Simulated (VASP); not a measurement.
# Li2S (Fm-3m) in VASP: single point with r2SCAN

Aim: the single point of Li2S with r2SCAN.

All numbers are computed with VASP 6.6.1; they aren't measurements. Logs are shortened: lines on timing, memory, paths and dates and some standing lists are left out, and cuts for length are marked.

### Step 1. The cell of the first run

It takes space group Fm-3m (No. 225, cubic). The conventional cell has a = 5.721 Å, b = 5.721 Å, c = 5.721 Å, α = 90.00°, β = 90.00°, γ = 90.00°. Li (site symmetry -43m) has 4 S at 2.48 Å and 6 Li at 2.86 Å within 3.3 Å. S (site symmetry m-3m) has 8 Li at 2.48 Å within 3.3 Å.

### Step 2. Single point, r2SCAN

POSCAR

```
Li2S
1.0
    0.0000000000      2.8602660700      2.8602660700
    2.8602660700      0.0000000000      2.8602660700
    2.8602660700      2.8602660700      0.0000000000
Li S
2 1
Direct
    0.2500000000      0.2500000000      0.2500000000
    0.7500000000      0.7500000000      0.7500000000
    0.0000000000      0.0000000000      0.0000000000
```

INCAR.step1

```
SYSTEM = Li2S
PREC = Accurate
ENCUT = 830
ISMEAR = 1
SIGMA = 0.0616
LREAL = .False.
LASPH = .True.
NELM = 120
NBANDS = 13
GGA = PE
ALGO = Normal
EDIFF = 1E-5
LWAVE = .True.
LCHARG = .False.
GGA_COMPAT = .False.
```

INCAR.step2

```
SYSTEM = Li2S
PREC = Accurate
ENCUT = 830
EDIFF = 1E-6
ISMEAR = 1
SIGMA = 0.0616
LREAL = .False.
LASPH = .True.
NELM = 120
ALGO = Normal
ISIF = 2
LWAVE = .False.
LCHARG = .False.
METAGGA = R2SCAN
LMIXTAU = .True.
NBANDS = 13
ISTART = 1
GGA_COMPAT = .False.
```

KPOINTS

```
regular mesh
0
Gamma
  8 8 8
  0 0 0
```

Potentials or basis: VASP PAW PBE potentials, release 64 (Li_sv, S).

Launch:

```sh
cat potpaw_PBE.64/Li_sv/POTCAR potpaw_PBE.64/S/POTCAR > POTCAR
cp INCAR.step1 INCAR
mpirun -np 1 vasp_std > vasp.out
cp INCAR.step2 INCAR
mpirun -np 1 vasp_std > vasp.out
```

OUTCAR:

```text
SYSTEM = Li2S
   PREC = Accurate
   ENCUT = 830
   EDIFF = 1E-6
   ISMEAR = 1
   LREAL = .False.
   LASPH = .True.
   NELM = 120
   ISIF = 2
   METAGGA = R2SCAN
   ISTART = 1

 ion  position               nearest neighbor table
   1  0.250  0.250  0.250-   3 2.48   3 2.48   3 2.48   3 2.48
   2  0.750  0.750  0.750-   3 2.48   3 2.48   3 2.48   3 2.48
   3  0.000  0.000  0.000-   1 2.48   2 2.48   2 2.48   2 2.48   2 2.48   1 2.48   1 2.48   1 2.48

  LATTYP: Found a face centered cubic cell.
 ALAT       =     5.7205321400

  Lattice vectors:

 A1 = (   0.0000000000,   2.8602660700,   2.8602660700)
 A2 = (   2.8602660700,   0.0000000000,   2.8602660700)
 A3 = (   2.8602660700,   2.8602660700,   0.0000000000)

Analysis of symmetry for initial positions (statically):
=====================================================================
 Subroutine PRICEL returns:
 Original cell was already a primitive cell.

 Routine SETGRP: Setting up the symmetry group for a
 face centered cubic supercell.

 Subroutine GETGRP returns: Found 48 space group operations
 (whereof 48 operations were pure point group operations)
 out of a pool of 48 trial point group operations.

The static configuration has the point symmetry O_h .

Analysis of symmetry for dynamics (positions and initial velocities):
=====================================================================
 Subroutine PRICEL returns:
 Original cell was already a primitive cell.

 Routine SETGRP: Setting up the symmetry group for a
 face centered cubic supercell.

 Subroutine GETGRP returns: Found 48 space group operations
 (whereof 48 operations were pure point group operations)
 out of a pool of 48 trial point group operations.

The dynamic configuration has the point symmetry O_h .

 Subroutine INISYM returns: Found 48 space group operations
 (whereof 48 operations are pure point group operations),
 and found     1 'primitive' translations

----------------------------------------------------------------------------------------

                                     Primitive cell

  volume of cell :      46.8004

  direct lattice vectors                    reciprocal lattice vectors
     0.000000000  2.860266070  2.860266070    -0.174808912  0.174808912  0.174808912
     2.860266070  0.000000000  2.860266070     0.174808912 -0.174808912  0.174808912
[... 92 lines left out ...]
   NFREE  =      0    steps in history (QN), initial steepest desc. (CG)
   ISIF   =      2    stress and relaxation
   ISYM   =      2    0-nonsym 1-usesym 2-fastsym
   POTIM  = 0.5000    time-step for ionic-motion
   TEBEG  =    0.0;   TEEND  =   0.0 temperature during run
   PSTRESS=    0.0 pullay stress
   NELECT =      12.0000    total number of electrons
   NUPDOWN=      -1.0000    fix difference up-down
   EMIN   =  10.00;   EMAX   =-10.00  energy-range for DOS
   EFERMI =   0.00;   METHOD = LEGACY
   ISMEAR =     1;   SIGMA  =   0.06  broadening in eV -4-tet -1-fermi 0-gaus
   EFERMI_NEDOS =   21; number of points for ismear=-14 and -15
   IALGO  =     38    algorithm
   IMIX   =      4    mixing-type and parameters
     AMIX     =   0.40;   BMIX     =  1.00
     AMIX_MAG =   1.60;   BMIX_MAG =  1.00
  volume/ion in A,a.u.               =      15.60       105.27
  Fermi-wavevector in a.u.,A,eV,Ry     =   1.040045  1.965400 14.717336  1.081694
  Thomas-Fermi vector in A             =   2.174603
   LORBIT       =      0    0 simple, 1 ext, 2 COOP (PROOUT), +10 PAW based schemes
   METAGGA = R2SCAN    functional components
   LHFCALC =     F    Hartree Fock is set to
   AEXX    =    0.0000 exact exchange contribution
   IVDW    =     0    specifies the selected vdW correction
   LEPSILON=     F    determine dielectric tensor
   LRPA    =     F    only Hartree local field effects (RPA)
 non-spin polarized calculation
 Methfessel and Paxton  Order N= 1 SIGMA  =   0.06
  energy-cutoff  :      830.00
  volume of cell :       46.80
 maximum number of plane-waves:      2637
 NGX is ok and might be reduce to    40
   NGX = 19   NGY = 19   NGZ = 19

 number of electron      12.0000002 magnetization

 Free energy of the ion-electron system (eV)
  ---------------------------------------------------
  ext. energy  EPLUGINS =         0.00000000
  ---------------------------------------------------
  free energy    TOTEN  =       -17.38176083 eV

  energy without entropy =      -17.38183168  energy(sigma->0) =      -17.38178445

 E-fermi :   1.1593     XC(G=0):  -8.8619

 val. band max:        1.1166254760   @ k =   0.0000   0.0000   0.0000
 cond. band min:       4.9819056251   @ k =   0.5000   0.5000   0.0000
 fundamental gap:      3.8652801491
 Fermi energy:         1.1592816150

 k-point     1 :       0.0000    0.0000    0.0000
  band No.  band energies     occupation
      1     -44.5148      2.00000
      2     -44.4757      2.00000
      3     -10.3285      2.00000
      4       1.1166      1.91444
      5       1.1166      1.91443
      6       1.1166      1.91443
      7       6.0810      0.00000
      8       8.0166      0.00000
      9       8.0166      0.00000
     10       8.0166      0.00000
     11      12.8401      0.00000
     12      12.8401      0.00000
     13      14.4725      0.00000
[... 354 lines left out ...]
  band No.  band energies     occupation
      1     -44.4943      2.00000
      2     -44.4943      2.00000
      3      -9.8320      2.00000
      4      -1.4231      2.00000
      5      -0.1004      2.00000
      6       0.2295      2.00000
      7       7.4960      0.00000
      8       8.4914      0.00000
      9      10.1952      0.00000
     10      10.8480      0.00000
     11      12.2884      0.00000
     12      13.6775      0.00000
     13      15.3048      0.00000

 [... further k-points ...]
[... 5 lines left out ...]
  --------------------------------------------------------------------------------------
  -------------------------------------------------------------------------------------
  Total       -0.2478695     -0.2478695     -0.2478695     -0.0000000     -0.0000000      0.0000000
  in kB       -8.4856340     -8.4856340     -8.4856340     -0.0000000     -0.0000000      0.0000000
  external PRESSURE =      -8.4856340 kB  Pullay stress =       0.0000000 kB

 VOLUME and BASIS-vectors are now :
 -----------------------------------------------------------------------------
  energy-cutoff  :      830.00
  volume of cell :       46.80
      direct lattice vectors                 reciprocal lattice vectors
     0.000000000  2.860266070  2.860266070    -0.174808912  0.174808912  0.174808912
     2.860266070  0.000000000  2.860266070     0.174808912 -0.174808912  0.174808912
     2.860266070  2.860266070  0.000000000     0.174808912  0.174808912 -0.174808912

 POSITION                                       TOTAL-FORCE (eV/Angst)
 -----------------------------------------------------------------------------------
      1.43013      1.43013      1.43013        -0.000000     -0.000000     -0.000000
      4.29040      4.29040      4.29040         0.000000      0.000000      0.000000
      0.00000      0.00000      0.00000        -0.000000     -0.000000     -0.000000
 -----------------------------------------------------------------------------------
    total drift:                                0.000000     -0.000000      0.000000

  FREE ENERGIE OF THE ION-ELECTRON SYSTEM (eV)
  ---------------------------------------------------
  free  energy   TOTEN  =       -17.3817608348 eV

  energy  without entropy=      -17.3818316773  energy(sigma->0) =      -17.38178445
```

OUTCAR.step1:

```text
SYSTEM = Li2S
   PREC = Accurate
   ENCUT = 830
   ISMEAR = 1
   LREAL = .False.
   LASPH = .True.
   NELM = 120
[... 608 lines left out ...]
      1.43013      1.43013      1.43013         0.000000     -0.000000      0.000000
      4.29040      4.29040      4.29040         0.000000      0.000000     -0.000000
      0.00000      0.00000      0.00000        -0.000000      0.000000      0.000000
 -----------------------------------------------------------------------------------
    total drift:                                0.000000     -0.000000      0.000000

  FREE ENERGIE OF THE ION-ELECTRON SYSTEM (eV)
  ---------------------------------------------------
  free  energy   TOTEN  =       -11.9945926152 eV

  energy  without entropy=      -11.9946593498  energy(sigma->0) =      -11.99461486
```

Run time: 4 min. Hardware: 1 thread of Intel Xeon 8259CL, shared host; peak memory 0.26 GiB.

What came out:

| Item | Value |
| --- | --- |
| Free energy | -17.3818 eV |
| Pressure | -0.8 GPa |
| Band gap on the k mesh | 3.87 eV, indirect (least direct gap 4.96 eV) |

Caveat: the PAW data sets were made with another functional, which shifts forces and pressure a little. r2SCAN opens gaps a little over a GGA but as a rule still falls short of measured ones.
